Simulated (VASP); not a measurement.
# Te2Mo in VASP: single point with PBE

Aim: the single point of Te2Mo with PBE.

Everything below comes from runs of VASP 6.6.1. Logs are shortened: lines on timing, memory, paths and dates and some standing lists are left out, and cuts for length are marked.

### Step 1. The cell of the first run

The cell holds a slab with vacuum, 6 atoms: a = 6.368 Å, b = 3.468 Å, c = 36.172 Å, α = 90.00°, β = 90.09°, γ = 90.00°.

### Step 2. Single point, PBE

File INCAR:

```
SYSTEM = Te2Mo
ALGO = Normal
EDIFF = 1E-7
ENCUT = 520
GGA = PE
ISIF = 2
ISMEAR = 0
LASPH = .TRUE.
LCHARG = .FALSE.
LREAL = .FALSE.
LWAVE = .FALSE.
NBANDS = 35
NELM = 100
PREC = Accurate
SIGMA = 0.1
```

File KPOINTS:

```
k-points
0
G
  6 10 1
  0 0 0
```

File POSCAR:

```
Te2Mo
1.0
    6.3678769392      0.0000000000      0.0026601870
    0.0000000000      3.4675904761      0.0000000000
   -0.0706982973      0.0000000000     36.1717610422
Te Mo
4 2
Direct
    0.0775788843      0.7500000000      0.4427981946
    0.9224211157      0.2500000000      0.5572018054
    0.5697103160      0.2500000000      0.4591075358
    0.4302896840      0.7500000000      0.5408924642
    0.8193229191      0.7500000000      0.5026976282
    0.1806770809      0.2500000000      0.4973023718
```

Potentials or basis: VASP PAW PBE potentials, release 64 (Te, Mo_sv).

Started as:

```console
> cat potpaw_PBE.64/Te/POTCAR potpaw_PBE.64/Mo_sv/POTCAR > POTCAR
> mpirun -np 1 vasp_std > vasp.out
```

OUTCAR:

```text
SYSTEM = Te2Mo
   EDIFF = 1E-7
   ENCUT = 520
   GGA = PE
   ISIF = 2
   ISMEAR = 0
   LASPH = .TRUE.
   LREAL = .FALSE.
   NELM = 100
   PREC = Accurate

 ion  position               nearest neighbor table
   1  0.078  0.750  0.443-   6 2.71   6 2.71   5 2.72   3 3.63   3 3.63
   2  0.922  0.250  0.557-   5 2.71   5 2.71   6 2.72   4 3.63   4 3.63
   3  0.570  0.250  0.459-   5 2.83   5 2.83   6 2.84   4 3.54   4 3.54   1 3.63   1 3.63
   4  0.430  0.750  0.541-   6 2.83   6 2.83   5 2.84   3 3.54   3 3.54   2 3.63   2 3.63
   5  0.819  0.750  0.503-   2 2.71   2 2.71   1 2.72   3 2.83   3 2.83   4 2.84   6 2.89   6 2.89

   6  0.181  0.250  0.497-   1 2.71   1 2.71   2 2.72   4 2.83   4 2.83   3 2.84   5 2.89   5 2.89

  LATTYP: Found a simple monoclinic cell.
 ALAT       =     6.3678774948
 B/A-ratio  =     0.5445441560
 C/A-ratio  =     5.6803589833
 COS(beta)  =    -0.0015367622

  Lattice vectors:

 A1 = (   6.3678769392,   0.0000000000,   0.0026601870)
 A2 = (   0.0000000000,   3.4675904761,   0.0000000000)
 A3 = (  -0.0706982973,   0.0000000000,  36.1717610422)

Analysis of symmetry for initial positions (statically):
=====================================================================
 Subroutine PRICEL returns:
 Original cell was already a primitive cell.

 Routine SETGRP: Setting up the symmetry group for a
 simple monoclinic supercell.

 Subroutine GETGRP returns: Found  4 space group operations
 (whereof  2 operations were pure point group operations)
 out of a pool of  4 trial point group operations.

The static configuration has the point symmetry S_2 .
 The point group associated with its full space group is C_2h.

Analysis of symmetry for dynamics (positions and initial velocities):
=====================================================================
 Subroutine PRICEL returns:
 Original cell was already a primitive cell.

 Routine SETGRP: Setting up the symmetry group for a
 simple monoclinic supercell.

 Subroutine GETGRP returns: Found  4 space group operations
 (whereof  2 operations were pure point group operations)
 out of a pool of  4 trial point group operations.

The dynamic configuration has the point symmetry S_2 .
 The point group associated with its full space group is C_2h.

 Subroutine INISYM returns: Found  4 space group operations
 (whereof  2 operations are pure point group operations),
 and found     1 'primitive' translations

----------------------------------------------------------------------------------------

                                     Primitive cell

  volume of cell :     798.7162

  direct lattice vectors                    reciprocal lattice vectors
     6.367876939  0.000000000  0.002660187     0.157038082  0.000000000  0.000306933
     0.000000000  3.467590476  0.000000000     0.000000000  0.288384689  0.000000000
    -0.070698297  0.000000000 36.171761042    -0.000011549  0.000000000  0.027645853

  length of vectors
     6.367877495  3.467590476 36.171830133     0.157038382  0.288384689  0.027645855

  position of ions in fractional coordinates (direct lattice)
     0.077578884  0.750000000  0.442798195
     0.922421116  0.250000000  0.557201805
     0.569710316  0.250000000  0.459107536
     0.430289684  0.750000000  0.540892464
     0.819322919  0.750000000  0.502697628
     0.180677081  0.250000000  0.497302372

  ion indices of the primitive-cell ions
   primitive index   ion index
                 1           1
                 2           2
                 3           3
                 4           4
                 5           5
                 6           6

----------------------------------------------------------------------------------------

 KPOINTS: k-points

Automatic generation of k-mesh.
 Grid dimensions read from file:
 generate k-points for:    6   10    1

 Generating k-lattice:

  Cartesian coordinates                     Fractional coordinates (reciprocal lattice)
     0.026173014  0.000000000  0.000051156     0.166666667  0.000000000  0.000000000
     0.000000000  0.028838469  0.000000000     0.000000000  0.100000000  0.000000000
    -0.000011549  0.000000000  0.027645853     0.000000000  0.000000000  1.000000000

  Length of vectors
     0.026173064  0.028838469  0.027645855

  Shift w.r.t. Gamma in fractional coordinates (k-lattice)
     0.000000000  0.000000000  0.000000000

 Subroutine IBZKPT returns following result:
 ===========================================

 Found     24 irreducible k-points:

 Following reciprocal coordinates:
            Coordinates               Weight
  0.000000  0.000000  0.000000      1.000000
  0.166667  0.000000  0.000000      2.000000
  0.333333  0.000000  0.000000      2.000000
  0.500000  0.000000 -0.000000      1.000000
  0.000000  0.100000  0.000000      2.000000
  0.166667  0.100000  0.000000      4.000000
[... 16 lines left out ...]
  0.333333  0.500000  0.000000      2.000000
  0.500000  0.500000 -0.000000      1.000000
   k-points           NKPTS =     24   k-points in BZ     NKDIM =     24   number of bands    NBANDS=     35
   number of dos      NEDOS =    301   number of ions     NIONS =      6
   total plane-waves  NPLWV = 362880
   dimension x,y,z NGX =    48 NGY =   28 NGZ =  270
   dimension x,y,z NGXF=    96 NGYF=   56 NGZF=  540
   ions per type =               4   2
   NGX,Y,Z   is equivalent  to a cutoff of  12.53, 13.42, 12.41 a.u.
   NGXF,Y,Z  is equivalent  to a cutoff of  25.06, 26.85, 24.82 a.u.
 SYSTEM =  Te2Mo
   PREC   = accura    normal or accurate (medium, high low for compatibility)
   ISTART =      0    job   : 0-new  1-cont  2-samecut
   ICHARG =      2    charge: 1-file 2-atom 10-const
   ISPIN  =      1    spin polarized calculation?
   LNONCOLLINEAR =      F non collinear calculations
   LSORBIT =      F    spin-orbit coupling
   LASPH  =      T    aspherical Exc in radial PAW
   ENCUT  =  520.0 eV  38.22 Ry    6.18 a.u.  11.84  6.45 67.26*2*pi/ulx,y,z
   NELM   =    100;   NELMIN=  2; NELMDL= -5     # of ELM steps
   EDIFF  = 0.1E-06   stopping-criterion for ELM
   LREAL  =      F    real-space projection
   EDIFFG = 0.1E-05   stopping-criterion for IOM
   NSW    =      0    number of steps for IOM
   IBRION =     -1    ionic relax: 0-MD 1-quasi-New 2-CG
   NFREE  =      0    steps in history (QN), initial steepest desc. (CG)
   ISIF   =      2    stress and relaxation
   ISYM   =      2    0-nonsym 1-usesym 2-fastsym
   POTIM  = 0.5000    time-step for ionic-motion
   TEBEG  =    0.0;   TEEND  =   0.0 temperature during run
   PSTRESS=    0.0 pullay stress
   NELECT =      52.0000    total number of electrons
   NUPDOWN=      -1.0000    fix difference up-down
   EMIN   =  10.00;   EMAX   =-10.00  energy-range for DOS
   EFERMI =   0.00;   METHOD = LEGACY
   ISMEAR =     0;   SIGMA  =   0.10  broadening in eV -4-tet -1-fermi 0-gaus
   EFERMI_NEDOS =   21; number of points for ismear=-14 and -15
   IALGO  =     38    algorithm
   IMIX   =      4    mixing-type and parameters
     AMIX     =   0.40;   BMIX     =  1.00
     AMIX_MAG =   1.60;   BMIX_MAG =  1.00
  volume/ion in A,a.u.               =     133.12       898.33
  Fermi-wavevector in a.u.,A,eV,Ry     =   0.658585  1.244545  5.901311  0.433734
  Thomas-Fermi vector in A             =   1.730453
   LORBIT       =      0    0 simple, 1 ext, 2 COOP (PROOUT), +10 PAW based schemes
   GGA     = PE    functional components
   LHFCALC =     F    Hartree Fock is set to
   AEXX    =    0.0000 exact exchange contribution
   IVDW    =     0    specifies the selected vdW correction
   LEPSILON=     F    determine dielectric tensor
   LRPA    =     F    only Hartree local field effects (RPA)
 non-spin polarized calculation
 Gauss-broadening in eV      SIGMA  =   0.10
  energy-cutoff  :      520.00
  volume of cell :      798.72
 maximum number of plane-waves:     21627
 NGX is ok and might be reduce to    48
   NGX = 23   NGY = 13   NGZ =135

 number of electron      51.9999996 magnetization

 Free energy of the ion-electron system (eV)
  ---------------------------------------------------
  ext. energy  EPLUGINS =         0.00000000
  ---------------------------------------------------
  free energy    TOTEN  =       -35.96900369 eV

  energy without entropy =      -35.96117704  energy(sigma->0) =      -35.96509037

 E-fermi :  -2.0991     XC(G=0):  -2.3081

 val. band max:       -2.1085449369   @ k =   0.0000   0.1000   0.0000
 cond. band min:      -2.0542106724   @ k =   0.0000   0.1000   0.0000
 fundamental gap:      0.0543342644
 Fermi energy:        -2.0990989524

 k-point     1 :       0.0000    0.0000    0.0000
  band No.  band energies     occupation
      1     -63.1928      2.00000
      2     -63.1336      2.00000
      3     -37.4383      2.00000
      4     -37.3748      2.00000
      5     -37.3287      2.00000
      6     -37.2089      2.00000
[... 27 lines left out ...]
     34       1.2226      0.00000
     35       1.7123      0.00000

 k-point     2 :       0.1667    0.0000    0.0000
  band No.  band energies     occupation
      1     -63.1928      2.00000
      2     -63.1337      2.00000
      3     -37.4365      2.00000
      4     -37.3747      2.00000
      5     -37.3287      2.00000
      6     -37.2091      2.00000
[... 27 lines left out ...]
     34       1.3219      0.00000
     35       1.8027      0.00000

 k-point     3 :       0.3333    0.0000    0.0000
  band No.  band energies     occupation
      1     -63.1926      2.00000
      2     -63.1338      2.00000
      3     -37.4330      2.00000
      4     -37.3743      2.00000
      5     -37.3289      2.00000
      6     -37.2094      2.00000
[... 27 lines left out ...]
     34       1.4341      0.00000
     35       2.0700      0.00000
[... 723 lines left out ...]
 k-point    23 :       0.3333    0.5000    0.0000
  band No.  band energies     occupation
      1     -63.1573      2.00000
      2     -63.1573      2.00000
      3     -37.4887      2.00000
      4     -37.4887      2.00000
      5     -37.2782      2.00000
      6     -37.2782      2.00000
[... 27 lines left out ...]
     34       1.2473      0.00000
     35       2.6469      0.00000

 k-point    24 :       0.5000    0.5000   -0.0000
  band No.  band energies     occupation
      1     -63.1573      2.00000
      2     -63.1573      2.00000
      3     -37.4895      2.00000
      4     -37.4895      2.00000
      5     -37.2780      2.00000
      6     -37.2780      2.00000
[... 27 lines left out ...]
     34       1.2300      0.00000
     35       2.3684      0.00000

------------------------ aborting loop because EDIFF is reached ----------------------------------------

  FORCE on cell =-STRESS in cart. coord.  units (eV):
  Direction    XX          YY          ZZ          XY          YZ          ZX
  --------------------------------------------------------------------------------------
  -------------------------------------------------------------------------------------
  Total       -0.0252685     -0.0495263      0.0490806      0.0000000      0.0000000     -0.0103196
  in kB       -0.0506872     -0.0993469      0.0984527      0.0000000      0.0000000     -0.0207005
  external PRESSURE =      -0.0171938 kB  Pullay stress =       0.0000000 kB

 VOLUME and BASIS-vectors are now :
 -----------------------------------------------------------------------------
  energy-cutoff  :      520.00
  volume of cell :      798.72
      direct lattice vectors                 reciprocal lattice vectors
     6.367876939  0.000000000  0.002660187     0.157038082  0.000000000  0.000306933
     0.000000000  3.467590476  0.000000000     0.000000000  0.288384689  0.000000000
    -0.070698297  0.000000000 36.171761042    -0.000011549  0.000000000  0.027645853

 POSITION                                       TOTAL-FORCE (eV/Angst)
 -----------------------------------------------------------------------------------
      0.46271      2.60069     16.01700         0.001007     -0.000000     -0.009253
      5.83447      0.86690     20.15742        -0.001007      0.000000      0.009253
      3.59539      0.86690     16.60824         0.001464      0.000000     -0.010799
      2.70179      2.60069     19.56618        -0.001464      0.000000      0.010799
      5.18181      2.60069     18.18564        -0.010176     -0.000000      0.000447
      1.11537      0.86690     17.98878         0.010176      0.000000     -0.000447
 -----------------------------------------------------------------------------------
    total drift:                                0.000000      0.000000      0.000000

  FREE ENERGIE OF THE ION-ELECTRON SYSTEM (eV)
  ---------------------------------------------------
  free  energy   TOTEN  =       -35.9690036934 eV

  energy  without entropy=      -35.9611770435  energy(sigma->0) =      -35.96509037
```

Wall time 18 min (1 thread of AMD EPYC 7R43 (Zen 3), shared host); peak memory 1 GiB.

Results:

- Free energy: -35.9690 eV
- Largest force: 0.011 eV/Å
- Band gap on the k mesh: zero (band 26 reaches -1.93 eV, above the bottom of band 27 at -2.15 eV)

Forces in eV/Å, atoms in the order of the input:
```
Te   0.001  0.000 -0.009
Te  -0.001  0.000  0.009
Te   0.001  0.000 -0.011
Te  -0.001  0.000  0.011
Mo  -0.010  0.000  0.000
Mo   0.010  0.000  0.000
```

Caveat: spin-orbit coupling is left out, which moves the levels of the heavy elements.
